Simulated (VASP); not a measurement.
# Zn (P6_3/mmc) in VASP: notebook, part 2 of 2

VASP 6.6.1. Earlier steps stand in the parts before.

**3. Single point, LDA**

Contents of INCAR:

```
PREC = Accurate ; ENCUT = 520
EDIFF = 1E-6 ; ISMEAR = 1
SIGMA = 1.0 ; LREAL = F
LASPH = T ; NELM = 100
ALGO = Normal ; ISIF = 2
LWAVE = F ; LCHARG = T
GGA = CA ; LELF = T
LVHAR = T ; NBANDS = 19
```

Contents of KPOINTS:

```
Automatic mesh
0
Gamma
  14 14 7
```

Contents of POSCAR:

```
Zn
1.0
    2.5709734941      0.0000000000      0.0000000000
   -1.2854867470      2.2265283583      0.0000000000
    0.0000000000      0.0000000000      4.7361908757
Zn
2
Direct
    0.3333333333      0.6666666667      0.2500000000
    0.6666666667      0.3333333333      0.7500000000
```

Potentials or basis: VASP PAW LDA potentials, release 64 (Zn).

Run with:

```sh
cat potpaw_LDA.64/Zn/POTCAR > POTCAR
mpirun -np 1 vasp_std > vasp.out
```

OUTCAR:

```text
PREC = Accurate
   ENCUT = 520
   EDIFF = 1E-6
   ISMEAR = 1
   LREAL = F
   LASPH = T
   NELM = 100
   ISIF = 2
   GGA = CA

 ion  position               nearest neighbor table
   1  0.333  0.667  0.250-   2 2.79   2 2.79   2 2.79   2 2.79   2 2.79   2 2.79
   2  0.667  0.333  0.750-   1 2.79   1 2.79   1 2.79   1 2.79   1 2.79   1 2.79

  LATTYP: Found a hexagonal cell.
 ALAT       =     2.5709734941
 C/A-ratio  =     1.8421780258

  Lattice vectors:

 A1 = (   2.5709734941,   0.0000000000,   0.0000000000)
 A2 = (  -1.2854867470,   2.2265283583,   0.0000000000)
 A3 = (   0.0000000000,   0.0000000000,   4.7361908757)

Analysis of symmetry for initial positions (statically):
=====================================================================
 Subroutine PRICEL returns:
 Original cell was already a primitive cell.

 Routine SETGRP: Setting up the symmetry group for a
 hexagonal supercell.

 Subroutine GETGRP returns: Found 24 space group operations
 (whereof 12 operations were pure point group operations)
 out of a pool of 24 trial point group operations.
[... 155 lines left out ...]

 number of electron      23.9999991 magnetization

 Free energy of the ion-electron system (eV)
  ---------------------------------------------------
  ext. energy  EPLUGINS =         0.00000000
  ---------------------------------------------------
  free energy    TOTEN  =        -3.74366480 eV

  energy without entropy =       -3.76065788  energy(sigma->0) =       -3.74932916

 E-fermi :   3.7555     XC(G=0): -12.5123

 val. band max:        3.5873842921   @ k =   0.2143   0.1429   0.0000
 cond. band min:       3.8008449094   @ k =   0.2143   0.0000   0.1429
 fundamental gap:      0.2134606173
 Fermi energy:         3.7554851176

 k-point     1 :       0.0000    0.0000    0.0000
  band No.  band energies     occupation
      1      -7.5995      2.00000
      2      -5.4672      2.00000
      3      -4.5933      2.00000
      4      -4.3212      2.00000
      5      -4.3212      2.00000
      6      -4.2559      2.00000
[... 505 lines left out ...]
      6      -4.3307      2.00000
[... 11 lines left out ...]
     18      11.7897     -0.00000
     19      13.4819     -0.00000

 [... further k-points ...]
[... 5 lines left out ...]
  --------------------------------------------------------------------------------------
  -------------------------------------------------------------------------------------
  Total        0.1389786      0.1389786      0.0688546      0.0000000      0.0000000      0.0000000
  in kB        8.2130339      8.2130339      4.0690068      0.0000000      0.0000000      0.0000000
  external PRESSURE =       6.8316915 kB  Pullay stress =       0.0000000 kB

 VOLUME and BASIS-vectors are now :
 -----------------------------------------------------------------------------
  energy-cutoff  :      520.00
  volume of cell :       27.11
      direct lattice vectors                 reciprocal lattice vectors
     2.570973494  0.000000000  0.000000000     0.388957724  0.224564847  0.000000000
    -1.285486747  2.226528358  0.000000000     0.000000000  0.449129694  0.000000000
     0.000000000  0.000000000  4.736190876     0.000000000  0.000000000  0.211140139

 POSITION                                       TOTAL-FORCE (eV/Angst)
 -----------------------------------------------------------------------------------
     -0.00000      1.48435      1.18405        -0.000000      0.000000      0.000000
      1.28549      0.74218      3.55214         0.000000     -0.000000      0.000000
 -----------------------------------------------------------------------------------
    total drift:                                0.000000     -0.000000      0.000000

  FREE ENERGIE OF THE ION-ELECTRON SYSTEM (eV)
  ---------------------------------------------------
  free  energy   TOTEN  =        -3.7436648038 eV

  energy  without entropy=       -3.7606578801  energy(sigma->0) =       -3.74932916
```

stdout:

```text
POSCAR found type information on POSCAR Zn
 POSCAR found :  1 types and       2 ions
 scaLAPACK will be used
 LDA part: xc-table for (Slater(with rela. corr.)+CA(PZ))
 , standard interpolation
 POSCAR, INCAR and KPOINTS ok, starting setup
 FFT: planning ... GRIDC
 FFT: planning ... GRID_SOFT
 FFT: planning ... GRID
 WAVECAR not read
 entering main loop
```

Wall time 27 s (1 thread of AMD EPYC 7R13 (Zen 3), shared host); peak memory 0.12 GiB.

Results:

```yaml
Free_energy: -3.7437 eV
Pressure: 0.7 GPa
Band_gap_on_the_k_mesh: zero (band 12 reaches 5.21 eV, above the bottom of band 13 at 0.86 eV)
```

**4. Single point, LDA**

Contents of INCAR:

```
SYSTEM = Zn
ALGO = Normal ; EDIFF = 1E-6
ENCUT = 520 ; GGA = CA
ISIF = 2 ; ISMEAR = 1
LASPH = .True. ; LCHARG = .True.
LELF = .True. ; LREAL = .False.
LVHAR = .True. ; LWAVE = .False.
NBANDS = 19 ; NELM = 80
PREC = Accurate ; SIGMA = 0.01
```

Contents of KPOINTS:

```
k-points
0
Gamma
  14 14 7
  0 0 0
```

POSCAR is that of step 3.

Run with:

```sh
cat potpaw_LDA.64/Zn/POTCAR > POTCAR
mpirun -np 1 vasp_std > vasp.out
```

Run time: 28 s. Hardware: 1 thread of AMD EPYC 7R13 (Zen 3), shared host; peak memory 0.12 GiB.

Results (log left out):

* Free energy: -3.7481 eV
* Pressure: 0.7 GPa
* Band gap on the k mesh: zero (band 12 reaches 5.21 eV, above the bottom of band 13 at 0.86 eV)

Stress tensor (GPa, compression positive):
```
 1.76  0.00  0.00
 0.00  1.76  0.00
 0.00  0.00 -1.29
```

Levels at points of the mesh, in eV from the Fermi level:
| k point | band 10 | band 11 | band 12 | band 13 | band 14 | band 15 |
| --- | --- | --- | --- | --- | --- | --- |
| (0.00, 0.00, 0.00) | -7.18 | -7.18 | -4.00 | -2.73 | 15.06 | 18.85 |
| (0.50, 0.00, 0.00) | -6.95 | -3.05 | -2.12 | 3.09 | 3.83 | 4.96 |

**5. Single point, LDA**

Contents of INCAR:

```
SYSTEM = Zn
  PREC = Accurate
  ENCUT = 520
  EDIFF = 1E-6
  ISMEAR = 1
  SIGMA = 0.03
  LREAL = .False.
  LASPH = .True.
  NELM = 80
  ALGO = Normal
  ISIF = 2
  LWAVE = .False.
  LCHARG = .False.
  NBANDS = 19
```

Contents of KPOINTS:

```
Automatic mesh
0
Gamma
  14 14 7
  0 0 0
```

POSCAR is that of step 4.

Potentials or basis: VASP PAW LDA potentials, release 64 (Zn).

Run with:

```sh
cat potpaw_LDA.64/Zn/POTCAR > POTCAR
mpirun -np 1 vasp_std > vasp.out
```

OUTCAR:

```text
SYSTEM = Zn
   PREC = Accurate
   ENCUT = 520
   EDIFF = 1E-6
   ISMEAR = 1
   LREAL = .False.
   LASPH = .True.
   NELM = 80
   ISIF = 2

 ion  position               nearest neighbor table
   1  0.333  0.667  0.250-   2 2.79   2 2.79   2 2.79   2 2.79   2 2.79   2 2.79
   2  0.667  0.333  0.750-   1 2.79   1 2.79   1 2.79   1 2.79   1 2.79   1 2.79

  LATTYP: Found a hexagonal cell.
 ALAT       =     2.5709734941
 C/A-ratio  =     1.8421780258

  Lattice vectors:

 A1 = (   2.5709734941,   0.0000000000,   0.0000000000)
 A2 = (  -1.2854867470,   2.2265283583,   0.0000000000)
 A3 = (   0.0000000000,   0.0000000000,   4.7361908757)

Analysis of symmetry for initial positions (statically):
[... 709 lines left out ...]
     19      13.4822      0.00000

 [... further k-points ...]
[... 5 lines left out ...]
  --------------------------------------------------------------------------------------
  -------------------------------------------------------------------------------------
  Total        0.2888769      0.2888769     -0.2072441      0.0000000     -0.0000000      0.0000000
  in kB       17.0713720     17.0713720    -12.2472268      0.0000000     -0.0000000      0.0000000
  external PRESSURE =       7.2985058 kB  Pullay stress =       0.0000000 kB

 VOLUME and BASIS-vectors are now :
 -----------------------------------------------------------------------------
  energy-cutoff  :      520.00
  volume of cell :       27.11
      direct lattice vectors                 reciprocal lattice vectors
     2.570973494  0.000000000  0.000000000     0.388957724  0.224564847  0.000000000
    -1.285486747  2.226528358  0.000000000     0.000000000  0.449129694  0.000000000
     0.000000000  0.000000000  4.736190876     0.000000000  0.000000000  0.211140139

 POSITION                                       TOTAL-FORCE (eV/Angst)
 -----------------------------------------------------------------------------------
     -0.00000      1.48435      1.18405        -0.000000      0.000000      0.000000
      1.28549      0.74218      3.55214         0.000000     -0.000000      0.000000
 -----------------------------------------------------------------------------------
    total drift:                                0.000000     -0.000000      0.000000

  FREE ENERGIE OF THE ION-ELECTRON SYSTEM (eV)
  ---------------------------------------------------
  free  energy   TOTEN  =        -3.7481088561 eV

  energy  without entropy=       -3.7481110623  energy(sigma->0) =       -3.74810959
```

OSZICAR:

```text
N       E                     dE             d eps       ncg     rms          rms(c)
DAV:   1     0.112696998545E+03    0.11270E+03   -0.12422E+04  3808   0.208E+03
DAV:   2     0.127497886272E+01   -0.11142E+03   -0.10740E+03  3678   0.301E+02
DAV:   3    -0.404268438933E+01   -0.53177E+01   -0.52964E+01  4080   0.721E+01
DAV:   4    -0.407356898292E+01   -0.30885E-01   -0.30878E-01  4030   0.570E+00
DAV:   5    -0.407360690122E+01   -0.37918E-04   -0.37918E-04  4027   0.182E-01    0.522E+00
DAV:   6    -0.378070983866E+01    0.29290E+00   -0.10155E+00  4080   0.225E+01    0.366E+00
DAV:   7    -0.375817234254E+01    0.22537E-01   -0.43259E-02  4643   0.365E+00    0.183E+00
DAV:   8    -0.374813980786E+01    0.10033E-01   -0.29008E-03  5107   0.764E-01    0.532E-02
DAV:   9    -0.374810543706E+01    0.34371E-04   -0.27065E-04  4795   0.190E-01    0.303E-02
DAV:  10    -0.374810887241E+01   -0.34353E-05   -0.16731E-05  4087   0.352E-02    0.238E-03
DAV:  11    -0.374810885613E+01    0.16278E-07   -0.66599E-07  2599   0.114E-02
   1 F= -.37481089E+01 E0= -.37481096E+01  d E =0.220613E-05
```

stdout:

```text
POSCAR found type information on POSCAR Zn
 POSCAR found :  1 types and       2 ions
 scaLAPACK will be used
 LDA part: xc-table for (Slater(with rela. corr.)+CA(PZ))
 , standard interpolation
 POSCAR, INCAR and KPOINTS ok, starting setup
 FFT: planning ... GRIDC
 FFT: planning ... GRID_SOFT
 FFT: planning ... GRID
 WAVECAR not read
 entering main loop
```

Wall time 27 s (1 thread of AMD EPYC 7R13 (Zen 3), shared host); peak memory 0.12 GiB.

Results:

* Free energy: -3.7481 eV
* Pressure: 0.7 GPa
* Band gap on the k mesh: zero (band 12 reaches 5.21 eV, above the bottom of band 13 at 0.86 eV)

Stress tensor (GPa, compression positive):
```
 1.71  0.00  0.00
 0.00  1.71  0.00
 0.00  0.00 -1.22
```

Levels at points of the mesh, in eV from the Fermi level:
```tsv
k point	band 9	band 10	band 11	band 12	band 13	band 14	band 15	band 16
(0.00, 0.00, 0.00)	-7.46	-7.19	-7.19	-4.00	-2.74	15.05	18.85	18.85
(0.50, 0.00, 0.00)	-6.99	-6.96	-3.06	-2.13	3.08	3.82	4.95	6.24
```

**6. Overview**

| smearing | gap on the mesh (eV) | pressure (GPa) |
| --- | --- | --- |
| methfessel-paxton 0.6 eV | none | 0.7 |
| methfessel-paxton 1 eV | none | 0.7 |
| methfessel-paxton 0.01 eV | none | 0.7 |
| methfessel-paxton 0.03 eV | none | 0.7 |

Alike in all rows: task single point; level LDA; potentials or basis VASP PAW LDA potentials, release 64 (Zn); no spin polarisation; cell as given; k mesh 14 × 14 × 7; cutoff (eV) 520.

Every run on the cell as given and a fine mesh finds a metal.

Total energies depend on the potentials used, so only differences within one code and one set of settings carry meaning.
